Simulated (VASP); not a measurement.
Wanted: the native input for a VASP 6.6.1 run.

| Item | Value |
| --- | --- |
| Task | single point |
| Functional | PBE |
| Potentials or basis | VASP PAW PBE potentials, release 64 (Hf_pv, N) |
| Cutoff | 520 eV |
| k mesh | 9 × 7 × 1 |
| Occupations | fermi-dirac, width 0.02 eV |
| Spin | no spin polarisation |
| Dipole correction | yes |
| Further INCAR settings | ALGO = Normal; EDIFF = 1e-07; NBANDS = 32 |

The structure of HfN lies in POSCAR:

```
HfN
1.0
    3.2157240931      0.0000000000      0.0000000000
    0.0000000000      4.5477206253      0.0000000000
    0.0000000000      0.0000000000     19.2157000000
Hf N
3 3
Direct
    0.0000000000      0.2500000000      0.4201510288
    0.5000000000      0.7500000000      0.4999999479
    0.0000000000      0.2500000000      0.5798490693
    0.0000000000      0.7500000000      0.4201061568
    0.5000000000      0.2500000000      0.5000000536
    0.0000000000      0.7500000000      0.5798937436
```

These files were run (other wordings do the same):

INCAR

```
SYSTEM = HfN
ALGO = Normal
DIPOL = 0.5 0.5 0.500
EDIFF = 1E-7
ENCUT = 520
GGA = PE
IDIPOL = 3
ISIF = 2
ISMEAR = -1
LASPH = .True.
LCHARG = .True.
LDIPOL = .True.
LELF = .True.
LREAL = .False.
LVACPOTAV = .True.
LVHAR = .True.
LWAVE = .False.
NBANDS = 32
NELM = 80
PREC = Accurate
SIGMA = 0.02
```

KPOINTS

```
k-points
0
Gamma
  9 7 1
  0 0 0
```

Potentials or basis: VASP PAW PBE potentials, release 64 (Hf_pv, N).

The run is started by

```console
$ cat potpaw_PBE.64/Hf_pv/POTCAR potpaw_PBE.64/N/POTCAR > POTCAR
$ mpirun -np 1 vasp_std > vasp.out
```

Results of the run:

```
Largest force          : 0.117 eV/Å
Band gap on the k mesh : zero (an odd number of electrons rules out a gap without spin polarisation)
```

Caveat: spin-orbit coupling is left out, which moves the levels of the heavy elements; an odd number of electrons without spin polarisation forces a metal; a magnetic or distorted state may lie lower.

Run time: 4.2 min on 1 thread of Intel(R) Xeon(R) Platinum 8488C (Sapphire Rapids), with other jobs on the host, peak memory 0.42 GiB.
